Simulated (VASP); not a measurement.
# BH3C18 in VASP: single point with PBE

Aim: the single point of BH3C18 with PBE.

All numbers are computed with VASP 6.6.1; they aren't measurements. Logs are shortened: lines on timing, memory, paths and dates and some standing lists are left out, and cuts for length are marked.

## (1) The cell of the first run

The cell holds a slab with vacuum, 22 atoms: a = 7.398 Å, b = 7.398 Å, c = 12.000 Å, α = 90.00°, β = 90.00°, γ = 120.00°.

## (2) Single point, PBE

Contents of INCAR:

```
PREC = Accurate
ENCUT = 520
EDIFF = 1E-6
ISMEAR = -1
SIGMA = 0.05
LREAL = Auto
LASPH = T
NELM = 60
ALGO = Normal
ISIF = 2
LWAVE = F
LCHARG = F
GGA = PE
NBANDS = 56
```

Contents of KPOINTS:

```
regular mesh
0
Gamma
  2 2 1
```

Contents of POSCAR:

```
BH3C18
1.0
    7.3980000000      0.0000000000      0.0000000000
   -3.6990000000      6.4068560000      0.0000000000
    0.0000000000      0.0000000000     12.0000000000
C B H
18 1 3
Direct
   -0.0055812734     -0.0173916490      0.0712128205
    0.2176918400      0.0942099812      0.0680723798
   -0.0055728803      0.3167042238      0.0667172303
    0.2171329340      0.4280414940      0.0665565636
   -0.0049004977      0.6497430693      0.0665721685
    0.2164813249      0.7604972434      0.0663461494
    0.3279331074     -0.0166381400      0.0665102332
    0.5505289770      0.0948284603      0.0660545879
    0.3285749026      0.3166320331      0.0667045497
    0.5498728542      0.4270868403      0.0661940826
    0.3277523470      0.6492739815      0.0661418316
    0.5503989718      0.7605706021      0.0663419896
    0.6617383039     -0.0167062993      0.0665177897
    0.8828214709      0.0941364699      0.0681000394
    0.6610662167      0.3159102994      0.0662856507
    0.8835798655      0.4271585083      0.0662110758
    0.6610174609      0.6498137453      0.0665658850
    0.8834867357      0.7607493625      0.0681802764
    0.9899777394      0.9745720707      0.2886772818
    0.8030515756      0.8805999885      0.2928809761
    1.0837997577      0.8814711105      0.2930529743
    1.0829179663      1.1613418041      0.2947278642
```

Potentials or basis: VASP PAW PBE potentials, release 64 (C, B, H).

The run is started by

```
> cat potpaw_PBE.64/C/POTCAR potpaw_PBE.64/B/POTCAR potpaw_PBE.64/H/POTCAR > POTCAR
> mpirun -np 1 vasp_std > vasp.out
```

OUTCAR:

```text
PREC = Accurate
   ENCUT = 520
   EDIFF = 1E-6
   ISMEAR = -1
   LREAL = Auto
   LASPH = T
   NELM = 60
   ISIF = 2
   GGA = PE

 ion  position               nearest neighbor table
   1  0.994  0.983  0.071-  18 1.42  14 1.43   2 1.43
   2  0.218  0.094  0.068-   7 1.42   9 1.43   1 1.43
   3  0.994  0.317  0.067-  16 1.42  14 1.43   4 1.43
   4  0.217  0.428  0.067-  11 1.42   3 1.43   9 1.43
   5  0.995  0.650  0.067-   6 1.42  16 1.43  18 1.43
   6  0.216  0.760  0.066-   5 1.42  11 1.43   7 1.43
[... 11 lines left out ...]
  18  0.883  0.761  0.068-   1 1.42  17 1.43   5 1.43
  19  0.990  0.975  0.289-  20 1.20  21 1.20  22 1.20
  20  0.803  0.881  0.293-  19 1.20
  21  0.084  0.881  0.293-  19 1.20
  22  0.083  0.161  0.295-  19 1.20

  LATTYP: Found a hexagonal cell.
 ALAT       =     7.3980000000
 C/A-ratio  =     1.6220600162

  Lattice vectors:

 A1 = (   7.3980000000,   0.0000000000,   0.0000000000)
 A2 = (  -3.6990000000,   6.4068560000,   0.0000000000)
 A3 = (   0.0000000000,   0.0000000000,  12.0000000000)

Analysis of symmetry for initial positions (statically):
=====================================================================
 Subroutine PRICEL returns:
 Original cell was already a primitive cell.

 Routine SETGRP: Setting up the symmetry group for a
 hexagonal supercell.

 Subroutine GETGRP returns: Found  1 space group operations
 (whereof  1 operations were pure point group operations)
 out of a pool of 24 trial point group operations.

The static configuration has the point symmetry C_1 .

Analysis of symmetry for dynamics (positions and initial velocities):
=====================================================================
 Subroutine PRICEL returns:
 Original cell was already a primitive cell.

 Routine SETGRP: Setting up the symmetry group for a
 hexagonal supercell.

 Subroutine GETGRP returns: Found  1 space group operations
 (whereof  1 operations were pure point group operations)
 out of a pool of 24 trial point group operations.

The dynamic configuration has the point symmetry C_1 .

 Subroutine INISYM returns: Found  1 space group operations
 (whereof  1 operations are pure point group operations),
 and found     1 'primitive' translations

----------------------------------------------------------------------------------------

                                     Primitive cell

  volume of cell :     568.7750

  direct lattice vectors                    reciprocal lattice vectors
     7.398000000  0.000000000  0.000000000     0.135171668  0.078041398  0.000000000
    -3.699000000  6.406856000  0.000000000     0.000000000  0.156082796  0.000000000
     0.000000000  0.000000000 12.000000000     0.000000000  0.000000000  0.083333333

  length of vectors
     7.398000000  7.398000054 12.000000000     0.156082797  0.156082796  0.083333333

  position of ions in fractional coordinates (direct lattice)
     0.994418727  0.982608351  0.071212821
     0.217691840  0.094209981  0.068072380
     0.994427120  0.316704224  0.066717230
     0.217132934  0.428041494  0.066556564
     0.995099502  0.649743069  0.066572169
     0.216481325  0.760497243  0.066346149
[... 14 lines left out ...]
     0.083799758  0.881471111  0.293052974
     0.082917966  0.161341804  0.294727864

  ion indices of the primitive-cell ions
   primitive index   ion index
                 1           1
                 2           2
                 3           3
                 4           4
                 5           5
                 6           6
[... 14 lines left out ...]
                21          21
                22          22

----------------------------------------------------------------------------------------

 KPOINTS: regular mesh

Automatic generation of k-mesh.
 Grid dimensions read from file:
 generate k-points for:    2    2    1

 Generating k-lattice:

  Cartesian coordinates                     Fractional coordinates (reciprocal lattice)
     0.067585834  0.039020699  0.000000000     0.500000000  0.000000000  0.000000000
     0.000000000  0.078041398  0.000000000     0.000000000  0.500000000  0.000000000
     0.000000000  0.000000000  0.083333333     0.000000000  0.000000000  1.000000000

  Length of vectors
     0.078041399  0.078041398  0.083333333

  Shift w.r.t. Gamma in fractional coordinates (k-lattice)
     0.000000000  0.000000000  0.000000000

 Subroutine IBZKPT returns following result:
 ===========================================

 Found      4 irreducible k-points:

 Following reciprocal coordinates:
            Coordinates               Weight
  0.000000  0.000000  0.000000      1.000000
  0.500000  0.000000  0.000000      1.000000
  0.000000  0.500000  0.000000      1.000000
  0.500000  0.500000  0.000000      1.000000
   k-points           NKPTS =      4   k-points in BZ     NKDIM =      4   number of bands    NBANDS=     56
   number of dos      NEDOS =    301   number of ions     NIONS =     22
   total plane-waves  NPLWV = 282240
   dimension x,y,z NGX =    56 NGY =   56 NGZ =   90
   dimension x,y,z NGXF=   112 NGYF=  112 NGZF=  180
   ions per type =              18   1   3
   NGX,Y,Z   is equivalent  to a cutoff of  12.58, 12.58, 12.47 a.u.
   NGXF,Y,Z  is equivalent  to a cutoff of  25.17, 25.17, 24.94 a.u.
 SYSTEM =  unknown system
   PREC   = accura    normal or accurate (medium, high low for compatibility)
   ISTART =      0    job   : 0-new  1-cont  2-samecut
   ICHARG =      2    charge: 1-file 2-atom 10-const
   ISPIN  =      1    spin polarized calculation?
   LNONCOLLINEAR =      F non collinear calculations
   LSORBIT =      F    spin-orbit coupling
   LASPH  =      T    aspherical Exc in radial PAW
   ENCUT  =  520.0 eV  38.22 Ry    6.18 a.u.  13.76 13.76 22.31*2*pi/ulx,y,z
   NELM   =     60;   NELMIN=  2; NELMDL= -5     # of ELM steps
   EDIFF  = 0.1E-05   stopping-criterion for ELM
   LREAL  =      T    real-space projection
   EDIFFG = 0.1E-04   stopping-criterion for IOM
   NSW    =      0    number of steps for IOM
[... 5 lines left out ...]
   TEBEG  =    0.0;   TEEND  =   0.0 temperature during run
   PSTRESS=    0.0 pullay stress
   NELECT =      78.0000    total number of electrons
   NUPDOWN=      -1.0000    fix difference up-down
   EMIN   =  10.00;   EMAX   =-10.00  energy-range for DOS
   EFERMI =   0.00;   METHOD = LEGACY
   ISMEAR =    -1;   SIGMA  =   0.05  broadening in eV -4-tet -1-fermi 0-gaus
   EFERMI_NEDOS =   21; number of points for ismear=-14 and -15
   IALGO  =     38    algorithm
   IMIX   =      4    mixing-type and parameters
     AMIX     =   0.40;   BMIX     =  1.00
     AMIX_MAG =   1.60;   BMIX_MAG =  1.00
  volume/ion in A,a.u.               =      25.85       174.47
  Fermi-wavevector in a.u.,A,eV,Ry     =   0.844228  1.595359  9.697146  0.712720
  Thomas-Fermi vector in A             =   1.959222
   LORBIT       =      0    0 simple, 1 ext, 2 COOP (PROOUT), +10 PAW based schemes
   GGA     = PE    functional components
   LHFCALC =     F    Hartree Fock is set to
   AEXX    =    0.0000 exact exchange contribution
   IVDW    =     0    specifies the selected vdW correction
   LEPSILON=     F    determine dielectric tensor
   LRPA    =     F    only Hartree local field effects (RPA)
 non-spin polarized calculation
  energy-cutoff  :      520.00
  volume of cell :      568.78
 maximum number of plane-waves:     15363
 NGX is ok and might be reduce to    56
   NGX = 27   NGY = 27   NGZ = 45

 number of electron      78.0000000 magnetization

 Free energy of the ion-electron system (eV)
  ---------------------------------------------------
  ext. energy  EPLUGINS =         0.00000000
  ---------------------------------------------------
  free energy    TOTEN  =      -181.58584477 eV

  energy without entropy =     -181.53003791  energy(sigma->0) =     -181.55794134

 E-fermi :  -1.7764     XC(G=0):  -4.1663

 val. band max:       -1.7894654890   @ k =   0.0000   0.0000   0.0000
 cond. band min:      -1.7453452456   @ k =   0.0000   0.0000   0.0000
 fundamental gap:      0.0441202434
 Fermi energy:        -1.7764113822

 k-point     1 :       0.0000    0.0000    0.0000
  band No.  band energies     occupation
      1     -21.2780      2.00000
      2     -18.7272      2.00000
      3     -18.7214      2.00000
      4     -18.7020      2.00000
      5     -18.6978      2.00000
      6     -18.6668      2.00000
[... 43 lines left out ...]
     50       3.2237      0.00000
     51       3.7126      0.00000

 k-point     2 :       0.5000    0.0000    0.0000
  band No.  band energies     occupation
      1     -20.6376      2.00000
      2     -20.6098      2.00000
      3     -19.3443      2.00000
      4     -19.3176      2.00000
      5     -16.8661      2.00000
      6     -16.8539      2.00000
[... 43 lines left out ...]
     50       4.3314      0.00000
     51       4.3429      0.00000

 k-point     3 :       0.0000    0.5000    0.0000
  band No.  band energies     occupation
      1     -20.6370      2.00000
      2     -20.6103      2.00000
      3     -19.3496      2.00000
      4     -19.3122      2.00000
      5     -16.8731      2.00000
      6     -16.8559      2.00000
[... 43 lines left out ...]
     50       4.3325      0.00000
     51       4.3419      0.00000

 k-point     4 :       0.5000    0.5000    0.0000
  band No.  band energies     occupation
      1     -20.6376      2.00000
      2     -20.6098      2.00000
      3     -19.3450      2.00000
      4     -19.3168      2.00000
      5     -16.8669      2.00000
      6     -16.8545      2.00000
[... 43 lines left out ...]
     50       4.3315      0.00000
     51       4.3428      0.00000
 [bands above 51 left out]

------------------------ aborting loop because EDIFF is reached ----------------------------------------

  FORCE on cell =-STRESS in cart. coord.  units (eV):
  Direction    XX          YY          ZZ          XY          YZ          ZX
  --------------------------------------------------------------------------------------
  -------------------------------------------------------------------------------------
  Total        1.3881433      1.4884770     -0.1376566     -0.0037769      0.0122937      0.0007743
  in kB        3.9102484      4.1928774     -0.3877637     -0.0106392      0.0346301      0.0021810
  external PRESSURE =       2.5717874 kB  Pullay stress =       0.0000000 kB

 VOLUME and BASIS-vectors are now :
 -----------------------------------------------------------------------------
  energy-cutoff  :      520.00
  volume of cell :      568.78
      direct lattice vectors                 reciprocal lattice vectors
     7.398000000  0.000000000  0.000000000     0.135171668  0.078041398  0.000000000
    -3.699000000  6.406856000  0.000000000     0.000000000  0.156082796  0.000000000
     0.000000000  0.000000000 12.000000000     0.000000000  0.000000000  0.083333333

 POSITION                                       TOTAL-FORCE (eV/Angst)
 -----------------------------------------------------------------------------------
      3.72204      6.29543      0.85455         0.005817      0.010819      0.016169
      1.26200      0.60359      0.81687        -0.004500     -0.002382      0.002807
      6.18528      2.02908      0.80061        -0.005474      0.002210     -0.002663
      0.02302      2.74240      0.79868         0.005753     -0.009176     -0.003819
      4.95835      4.16281      0.79887        -0.014968      0.006782      0.003191
     -1.21155      4.87240      0.79615         0.002345     -0.000780     -0.003148
[... 14 lines left out ...]
     -2.64061      5.64746      3.51664         0.017372     -0.005679      0.000668
      0.01662      1.03369      3.53673         0.000384      0.021303     -0.006037
 -----------------------------------------------------------------------------------
    total drift:                               -0.002092     -0.034235     -0.003810

  FREE ENERGIE OF THE ION-ELECTRON SYSTEM (eV)
  ---------------------------------------------------
  free  energy   TOTEN  =      -181.5858447745 eV

  energy  without entropy=     -181.5300379072  energy(sigma->0) =     -181.55794134
```

Run time: 7.2 min. Hardware: 1 thread of Intel Xeon 8259CL, shared host; peak memory 0.6 GiB.

What came out:

- Free energy: -181.5858 eV
- Largest force: 0.024 eV/Å
- Band gap on the k mesh: 0.04 eV

Forces in eV/Å, atoms in the order of the input:
```
C    0.006  0.011  0.016
C   -0.004 -0.002  0.003
C   -0.005  0.002 -0.003
C    0.006 -0.009 -0.004
C   -0.015  0.007  0.003
C    0.002 -0.001 -0.003
C    0.008  0.004 -0.002
C    0.000 -0.010  0.001
C    0.000 -0.003 -0.003
C   -0.003 -0.004 -0.003
C   -0.003  0.008 -0.003
C   -0.011 -0.007  0.000
C   -0.015 -0.006 -0.002
C    0.003  0.005  0.000
C    0.005  0.015  0.000
C    0.000  0.002 -0.004
C    0.020  0.004  0.005
C    0.008 -0.023 -0.001
B   -0.001 -0.001  0.005
H   -0.018 -0.006  0.002
H    0.017 -0.006  0.001
H    0.000  0.021 -0.006
```

Levels at points of the mesh, in eV from the valence-band top:
```csv
k point,band 36,band 37,band 38,band 39,band 40,band 41,band 42,band 43
"(0.00, 0.00, 0.00)",-3.01,-3.01,-0.08,0.00,0.04,0.08,2.29,3.52
"(0.50, 0.00, 0.00)",-2.62,-2.54,-2.52,-2.32,1.62,2.10,2.54,2.56
"(0.00, 0.50, 0.00)",-2.63,-2.56,-2.51,-2.32,1.60,2.11,2.56,2.57
"(0.50, 0.50, 0.00)",-2.62,-2.54,-2.52,-2.32,1.62,2.10,2.55,2.56
```

Caveat: the k points lie up to 0.49 Å⁻¹ apart.
